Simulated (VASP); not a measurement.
# Pt in VASP: further runs

Runs on Pt. Level: PBE. Tasks: single point, relaxation of cell and atoms.

Everything below comes from runs of VASP 6.6.1. Logs are shortened: lines on timing, memory, paths and dates and some standing lists are left out, and cuts for length are marked.

## (1) The cell of the first run

The typed cell holds 1 atom: a = 2.674 Å, b = 2.674 Å, c = 2.733 Å, α = 90.00°, β = 90.00°, γ = 120.05°.

This isn't the form of Pt at room conditions, which is fcc.

## (2) Single point, PBE

INCAR

```
ALGO = Fast
EDIFF = 1E-6
ENCUT = 520
GGA = PE
ISIF = 2
ISMEAR = 0
LASPH = True
LCHARG = True
LELF = True
LREAL = False
LVHAR = True
LWAVE = False
NBANDS = 11
NELM = 80
PREC = Accurate
SIGMA = 0.1
```

KPOINTS

```
k-points
0
Gamma
  8 8 6
```

POSCAR

```
Pt
1.0
    1.3362017176     -2.3165108088      0.0000000000
    1.3362017176      2.3165108088      0.0000000000
    0.0000000000      0.0000000000      2.7333774921
Pt
1
Direct
    0.0000000000      0.0000000000      0.0000000000
```

Potentials or basis: VASP PAW PBE potentials, release 64 (Pt).

Launch:

```sh
> cat potpaw_PBE.64/Pt/POTCAR > POTCAR
> mpirun -np 1 vasp_std > vasp.out
```

OUTCAR:

```text
EDIFF = 1E-6
   ENCUT = 520
   GGA = PE
   ISIF = 2
   ISMEAR = 0
   LASPH = True
   LREAL = False
   NELM = 80
   PREC = Accurate

 ion  position               nearest neighbor table
   1  0.000  0.000  0.000-

  LATTYP: Found a base centered orthorhombic cell.
 ALAT       =     2.6724034352
 B/A-ratio  =     1.7336535182
 C/A-ratio  =     1.0228161871

  Lattice vectors:

 A1 = (   1.3362017176,  -2.3165108088,   0.0000000000)
 A2 = (   1.3362017176,   2.3165108088,   0.0000000000)
 A3 = (   0.0000000000,   0.0000000000,   2.7333774921)

Analysis of symmetry for initial positions (statically):
=====================================================================
 Subroutine PRICEL returns:
 Original cell was already a primitive cell.

 Routine SETGRP: Setting up the symmetry group for a
 base centered orthorhombic supercell.

 Subroutine GETGRP returns: Found  8 space group operations
 (whereof  8 operations were pure point group operations)
 out of a pool of  8 trial point group operations.

The static configuration has the point symmetry D_2h.

Analysis of symmetry for dynamics (positions and initial velocities):
=====================================================================
 Subroutine PRICEL returns:
 Original cell was already a primitive cell.

 Routine SETGRP: Setting up the symmetry group for a
 base centered orthorhombic supercell.

 Subroutine GETGRP returns: Found  8 space group operations
 (whereof  8 operations were pure point group operations)
 out of a pool of  8 trial point group operations.

The dynamic configuration has the point symmetry D_2h.

 Subroutine INISYM returns: Found  8 space group operations
 (whereof  8 operations are pure point group operations),
 and found     1 'primitive' translations

----------------------------------------------------------------------------------------

                                     Primitive cell

  volume of cell :      16.9214

  direct lattice vectors                    reciprocal lattice vectors
     1.336201718 -2.316510809  0.000000000     0.374194999 -0.215841859  0.000000000
     1.336201718  2.316510809  0.000000000     0.374194999  0.215841859  0.000000000
     0.000000000  0.000000000  2.733377492     0.000000000  0.000000000  0.365847748

  length of vectors
     2.674258282  2.674258282  2.733377492     0.431983339  0.431983339  0.365847748

  position of ions in fractional coordinates (direct lattice)
     0.000000000  0.000000000  0.000000000
[... 83 lines left out ...]
   ISYM   =      2    0-nonsym 1-usesym 2-fastsym
   POTIM  = 0.5000    time-step for ionic-motion
   TEBEG  =    0.0;   TEEND  =   0.0 temperature during run
   PSTRESS=    0.0 pullay stress
   NELECT =      10.0000    total number of electrons
   NUPDOWN=      -1.0000    fix difference up-down
   EMIN   =  10.00;   EMAX   =-10.00  energy-range for DOS
   EFERMI =   0.00;   METHOD = LEGACY
   ISMEAR =     0;   SIGMA  =   0.10  broadening in eV -4-tet -1-fermi 0-gaus
   EFERMI_NEDOS =   21; number of points for ismear=-14 and -15
   IALGO  =     68    algorithm
   IMIX   =      4    mixing-type and parameters
     AMIX     =   0.40;   BMIX     =  1.00
     AMIX_MAG =   1.60;   BMIX_MAG =  1.00
  volume/ion in A,a.u.               =      16.92       114.19
  Fermi-wavevector in a.u.,A,eV,Ry     =   1.373819  2.596141 25.679344  1.887379
  Thomas-Fermi vector in A             =   2.499301
   LORBIT       =      0    0 simple, 1 ext, 2 COOP (PROOUT), +10 PAW based schemes
   GGA     = PE    functional components
   LHFCALC =     F    Hartree Fock is set to
   AEXX    =    0.0000 exact exchange contribution
   IVDW    =     0    specifies the selected vdW correction
   LEPSILON=     F    determine dielectric tensor
   LRPA    =     F    only Hartree local field effects (RPA)
 non-spin polarized calculation
 RMM-DIIS sequential band-by-band and
 Gauss-broadening in eV      SIGMA  =   0.10
  energy-cutoff  :      520.00
  volume of cell :       16.92
 maximum number of plane-waves:       466
   NGX =  9   NGY =  9   NGZ = 11

 number of electron      10.0000000 magnetization

 number of electron       9.9999999 magnetization

 Free energy of the ion-electron system (eV)
  ---------------------------------------------------
  ext. energy  EPLUGINS =         0.00000000
  ---------------------------------------------------
  free energy    TOTEN  =        -5.93089172 eV

  energy without entropy =       -5.92693340  energy(sigma->0) =       -5.92891256

 E-fermi :   9.0201     XC(G=0): -12.7111

 val. band max:        8.9306625894   @ k =  -0.1250   0.1250   0.1667
 cond. band min:       9.0321719365   @ k =   0.0000   0.0000   0.1667
 fundamental gap:      0.1015093471
 Fermi energy:         9.0200772829

 k-point     1 :       0.0000    0.0000    0.0000
  band No.  band energies     occupation
      1       0.1046      2.00000
      2       3.6562      2.00000
      3       5.6619      2.00000
      4       5.6798      2.00000
      5       9.4205      0.00000
      6       9.4232      0.00000
      7      22.1136      0.00000
      8      24.7973      0.00000
      9      30.4711      0.00000
     10      31.0718      0.00000
     11      31.0937      0.00000
[... 309 lines left out ...]
 k-point    24 :       0.2500   -0.0000    0.1667
  band No.  band energies     occupation
      1       2.5617      2.00000
      2       4.6487      2.00000
      3       5.5400      2.00000
      4       7.5016      2.00000
      5       7.5341      2.00000
      6       8.6861      2.00000
      7      22.0836      0.00000
      8      23.1621      0.00000
      9      28.1089      0.00000
     10      29.3241      0.00000
     11      31.7135      0.00000

 [... further k-points ...]

------------------------ aborting loop because EDIFF is reached ----------------------------------------

  FORCE on cell =-STRESS in cart. coord.  units (eV):
  Direction    XX          YY          ZZ          XY          YZ          ZX
  --------------------------------------------------------------------------------------
  -------------------------------------------------------------------------------------
  Total       -0.0330837     -0.0671937     -0.0775404      0.0000000      0.0000000      0.0000000
  in kB       -3.1324806     -6.3621385     -7.3418051      0.0000000      0.0000000      0.0000000
  external PRESSURE =      -5.6121414 kB  Pullay stress =       0.0000000 kB

 VOLUME and BASIS-vectors are now :
 -----------------------------------------------------------------------------
  energy-cutoff  :      520.00
  volume of cell :       16.92
      direct lattice vectors                 reciprocal lattice vectors
     1.336201718 -2.316510809  0.000000000     0.374194999 -0.215841859  0.000000000
     1.336201718  2.316510809  0.000000000     0.374194999  0.215841859  0.000000000
     0.000000000  0.000000000  2.733377492     0.000000000  0.000000000  0.365847748

 POSITION                                       TOTAL-FORCE (eV/Angst)
 -----------------------------------------------------------------------------------
      0.00000      0.00000      0.00000         0.000000      0.000000      0.000000
 -----------------------------------------------------------------------------------
    total drift:                               -0.000000      0.000000      0.000000

  FREE ENERGIE OF THE ION-ELECTRON SYSTEM (eV)
  ---------------------------------------------------
  free  energy   TOTEN  =        -5.9308917213 eV

  energy  without entropy=       -5.9269333972  energy(sigma->0) =       -5.92891256
```

Wall time 17 s (1 thread of Intel Xeon 8259CL, shared host); peak memory 0.13 GiB.

Results:

```yaml
Free_energy: -5.9309 eV
Pressure: -0.6 GPa
Band_gap_on_the_k_mesh: zero (bands 5 and 6 overlap by 2.50 eV)
```

Caveat: the k points lie up to 0.38 Å⁻¹ apart, too coarse for converged energies and pressures of a metal; spin-orbit coupling is left out, which moves the levels of the heavy elements.

## (3) Single point, PBE

This run uses another cell than the first one, of 18.37 Å³/atom.

INCAR

```
PREC = Accurate ; ENCUT = 520
EDIFF = 1E-6 ; ISMEAR = 0
SIGMA = 0.1 ; LREAL = False
LASPH = True ; NELM = 80
ALGO = Fast ; ISIF = 2
LWAVE = False ; LCHARG = False
GGA = PE ; NBANDS = 11
```

KPOINTS

```
regular mesh
0
Gamma
  8 8 6
```

POSCAR

```
Pt
1.0
    1.1906203409     -2.2228973117      0.0000000000
    1.1906203409      2.2228973117      0.0000000000
    0.0000000000      0.0000000000      3.4713738841
Pt
1
Direct
    0.0000000000      0.0000000000      0.0000000000
```

Potentials or basis: VASP PAW PBE potentials, release 64 (Pt).

Launch:

```sh
> cat potpaw_PBE.64/Pt/POTCAR > POTCAR
> mpirun -np 1 vasp_std > vasp.out
```

It took 25 s on 1 thread of Intel Xeon 8259CL, shared host; peak memory 0.14 GiB.

Results (log left out):

```yaml
Free_energy: -4.9882 eV
Pressure: 37.2 GPa
Band_gap_on_the_k_mesh: zero (bands 5 and 6 overlap by 2.60 eV)
```

Stress tensor (GPa, compression positive):
```
78.40  0.00  0.00
 0.00 37.43  0.00
 0.00  0.00 -4.37
```

Levels at points of the mesh, in eV from the Fermi level:
```tsv
k point	band 3	band 4	band 5	band 6	band 7	band 8
(0.00, 0.00, 0.00)	-4.59	-2.85	0.31	0.72	6.26	14.60
(0.50, 0.00, 0.00)	-1.71	-0.77	2.17	2.49	9.32	14.27
(0.50, 0.50, 0.00)	-2.16	-0.08	1.54	2.00	7.93	13.50
(0.00, 0.00, 0.50)	-2.82	-1.10	-1.00	0.15	0.59	17.43
(0.50, 0.00, 0.50)	-1.02	0.07	2.22	4.34	7.19	12.02
(0.50, 0.50, 0.50)	-0.27	-0.17	2.00	3.32	6.24	10.28
```

Caveat: the k points lie up to 0.37 Å⁻¹ apart, too coarse for converged energies and pressures of a metal; spin-orbit coupling is left out, which moves the levels of the heavy elements.

## (4) Relaxation of cell and atoms, PBE

This run uses another cell than the first one, of 18.37 Å³/atom.

INCAR

```
PREC = Accurate ; ENCUT = 600
EDIFF = 1E-7 ; ISMEAR = 0
SIGMA = 0.1 ; LREAL = F
LASPH = T ; NELM = 80
ALGO = Normal ; ISIF = 3
LWAVE = F ; LCHARG = F
GGA = PE ; IBRION = 2
NSW = 90 ; EDIFFG = -0.04
```

KPOINTS

```
Automatic mesh
0
Gamma
  8 8 6
```

POSCAR is that of step 3.

Launch:

```sh
> cat potpaw_PBE.64/Pt/POTCAR > POTCAR
> mpirun -np 1 vasp_std > vasp.out
```

Wall time 4.5 min (1 thread of Intel Xeon 8259CL, shared host); peak memory 0.17 GiB.

The run converged. Its results:

```
Free energy                           : -5.9304 eV
Relaxed volume                        : 16.88 Å³/atom
Relaxed cell                          : a = 2.672 Å, b = 2.672 Å, c = 2.729 Å, α = 90.00°, β = 90.00°, γ = 119.98°
Space group after relaxing (to 0.1 Å) : P6/mmm (No. 191)
Pressure after relaxing               : 0.0 GPa
Band gap on the k mesh                : zero (bands 5 and 6 overlap by 2.52 eV)
```

Stress tensor (GPa, compression positive):
```
-0.03  0.00  0.00
 0.00  0.12  0.00
 0.00  0.00 -0.04
```

Final structure:
```
Pt
1.0
     1.33627   -2.31361    0.00000
     1.33627    2.31361    0.00000
     0.00000    0.00000    2.72946
Pt
1
Direct
  0.00000 0.00000 0.00000
```

Levels at points of the mesh, in eV from the Fermi level:
| k point | band 3 | band 4 | band 5 | band 6 | band 7 | band 8 |
| --- | --- | --- | --- | --- | --- | --- |
| (0.00, 0.00, 0.00) | -3.36 | -3.36 | 0.40 | 0.41 | 13.13 | 15.77 |
| (0.50, 0.00, 0.00) | -2.35 | -0.19 | 0.39 | 0.90 | 6.06 | 14.13 |
| (0.50, 0.50, 0.00) | -2.35 | -0.19 | 0.40 | 0.90 | 6.07 | 14.12 |
| (0.00, 0.00, 0.50) | -3.06 | -1.02 | -1.02 | -0.94 | 3.53 | 17.90 |
| (0.50, 0.00, 0.50) | -1.93 | 1.01 | 1.58 | 4.74 | 5.82 | 11.03 |
| (0.50, 0.50, 0.50) | -1.93 | 1.01 | 1.58 | 4.74 | 5.83 | 11.03 |

Caveat: the k points lie up to 0.38 Å⁻¹ apart in the final cell, too coarse for converged energies and pressures of a metal; a cell axis changed by over 15 % at a fixed basis, so the end point is rough; spin-orbit coupling is left out, which moves the levels of the heavy elements.

## (5) Single point, PBE

This run uses another cell than the first one, of 16.84 Å³/atom.

INCAR

```
ALGO = Normal
EDIFF = 1E-6
ENCUT = 520
GGA = PE
ISIF = 2
ISMEAR = 0
LASPH = True
LCHARG = True
LELF = True
LREAL = False
LVHAR = True
LWAVE = False
NBANDS = 11
NELM = 80
PREC = Accurate
SIGMA = 0.1
```

KPOINTS

```
k-points
0
Gamma
  24 24 20
```

POSCAR

```
Pt
1.0
    2.6882277985      0.0000000000      0.0000000000
   -1.3441138992      2.3280735647      0.0000000000
    0.0000000000      0.0000000000      2.6914374594
Pt
1
Direct
    0.0000000000      0.0000000000      0.0000000000
```

Launch:

```sh
> cat potpaw_PBE.64/Pt/POTCAR > POTCAR
> mpirun -np 1 vasp_std > vasp.out
```

It took 1.8 min on 1 thread of Intel Xeon 8259CL, shared host; peak memory 0.23 GiB.

Results (log left out):

| Property | Result |
| --- | --- |
| Free energy | -5.9758 eV |
| Pressure | -0.6 GPa |
| Band gap on the k mesh | zero (bands 5 and 6 overlap by 2.77 eV) |

Levels at points of the mesh, in eV from the Fermi level:
| k point | band 1 | band 2 | band 3 | band 4 | band 5 | band 6 | band 7 | band 8 | band 9 | band 10 |
| --- | --- | --- | --- | --- | --- | --- | --- | --- | --- | --- |
| (0.00, 0.00, 0.00) | -8.98 | -5.63 | -3.30 | -3.30 | 0.33 | 0.33 | 13.61 | 15.65 | 21.52 | 21.52 |
| (0.50, 0.00, 0.00) | -6.54 | -4.61 | -2.26 | -0.23 | 0.25 | 0.86 | 5.84 | 13.78 | 17.28 | 20.60 |
| (0.00, 0.00, 0.50) | -6.80 | -2.95 | -2.95 | -1.27 | -1.27 | -1.00 | 3.72 | 17.99 | 21.40 | 21.98 |
| (0.50, 0.00, 0.50) | -5.76 | -5.74 | -2.16 | 0.99 | 1.53 | 4.85 | 5.64 | 11.06 | 15.19 | 16.89 |

Caveat: spin-orbit coupling is left out, which moves the levels of the heavy elements.

## (6) Relaxation of cell and atoms, PBE

INCAR

```
SYSTEM = Pt
ALGO = Fast
EDIFF = 1E-6
EDIFFG = -0.01
ENCUT = 600
GGA = PE
IBRION = 2
ISIF = 3
ISMEAR = 0
LASPH = .TRUE.
LCHARG = .FALSE.
LREAL = .FALSE.
LWAVE = .FALSE.
NELM = 100
NSW = 100
PREC = Accurate
SIGMA = 0.1
```

KPOINTS

```
k-points
0
G
  24 24 20
  0 0 0
```

POSCAR

```
Pt
1.0
    2.6733308585      0.0000000000      0.0000000000
   -1.3366654292      2.3151724362      0.0000000000
    0.0000000000      0.0000000000      2.7333774921
Pt
1
Direct
    0.0000000000      0.0000000000      0.0000000000
```

Potentials or basis: VASP PAW PBE potentials, release 64 (Pt).

Launch:

```sh
> cat potpaw_PBE.64/Pt/POTCAR > POTCAR
> mpirun -np 1 vasp_std > vasp.out
```

Wall time 5.5 min (1 thread of Intel Xeon 8259CL, shared host); peak memory 0.27 GiB.

It converged, with:

```
Free energy                           : -5.9760 eV
Relaxed volume                        : 16.81 Å³/atom
Relaxed cell                          : a = 2.687 Å, b = 2.687 Å, c = 2.689 Å, α = 90.00°, β = 90.00°, γ = 120.00°
Space group after relaxing (to 0.1 Å) : P6/mmm (No. 191)
Energy gained by relaxing             : 6.6 meV/atom
Ionic steps                           : 5
Pressure after relaxing               : 0.0 GPa
Band gap on the k mesh                : zero (bands 5 and 6 overlap by 2.79 eV)
```

The path:
```
step  energy change (eV)  largest force (eV/Å)  pressure (GPa)  volume (Å³)
   1              0.0000                0.0000           -0.29        16.92
   2              0.0012                0.0000           -0.85        16.83
   3             -0.0064                0.0000           -0.87        16.88
   4             -0.0059                0.0000            1.76        16.68
   5             -0.0066                0.0000            0.02        16.81
```

Final structure:
```
CELL_PARAMETERS angstrom
2.68685 0.00000 0.00000
-1.34343 2.32688 0.00000
0.00000 0.00000 2.68876
ATOMIC_POSITIONS crystal
Pt 0.00000 0.00000 0.00000
```

Levels at points of the mesh, in eV from the Fermi level:
```tsv
k point	band 1	band 2	band 3	band 4	band 5	band 6	band 7	band 8	band 9
(0.00, 0.00, 0.00)	-9.00	-5.65	-3.31	-3.31	0.34	0.34	13.63	15.64	21.78
(0.50, 0.00, 0.00)	-6.55	-4.63	-2.26	-0.22	0.25	0.86	5.85	13.79	17.29
(0.00, 0.00, 0.50)	-6.82	-2.96	-2.96	-1.28	-1.28	-1.01	3.74	17.99	21.41
(0.50, 0.00, 0.50)	-5.78	-5.75	-2.17	0.99	1.54	4.85	5.65	11.09	15.21
```

Caveat: spin-orbit coupling is left out, which moves the levels of the heavy elements.

## (7) The runs side by side

```csv
task,cell,k mesh,cutoff (eV),gap on the mesh (eV),pressure (GPa),relaxed volume (Å³/atom)
single point,"a = 2.674, b = 2.674, c = 2.733 Å, angles 90.0, 90.0, 120.0°, 1 atom",8 × 8 × 6,520,none,-0.6,-
single point,"a = 2.522, b = 2.522, c = 3.471 Å, angles 90.0, 90.0, 123.7°, 1 atom",8 × 8 × 6,520,none,37.2,-
relaxation of cell and atoms,"relaxed from a = 2.522, b = 2.522, c = 3.471 Å, angles 90.0, 90.0, 123.7°, 1 atom",8 × 8 × 6,600,none,0.0,16.88
single point,"a = 2.688, b = 2.688, c = 2.691 Å, angles 90.0, 90.0, 120.0°, 1 atom",24 × 24 × 20,520,none,-0.6,-
relaxation of cell and atoms,"relaxed from a = 2.673, b = 2.673, c = 2.733 Å, angles 90.0, 90.0, 120.0°, 1 atom",24 × 24 × 20,600,none,0.0,16.81
```

Alike in all rows: level PBE; potentials or basis VASP PAW PBE potentials, release 64 (Pt); no spin polarisation; smearing gaussian 0.1 eV.

Caveats: some runs use coarse meshes; spin-orbit coupling is left out, which moves the levels of the heavy elements; a cell axis changed by over 15 % at a fixed basis, so the end point is rough (at least some runs).

Absolute energies hang on the potentials; compare differences alone.
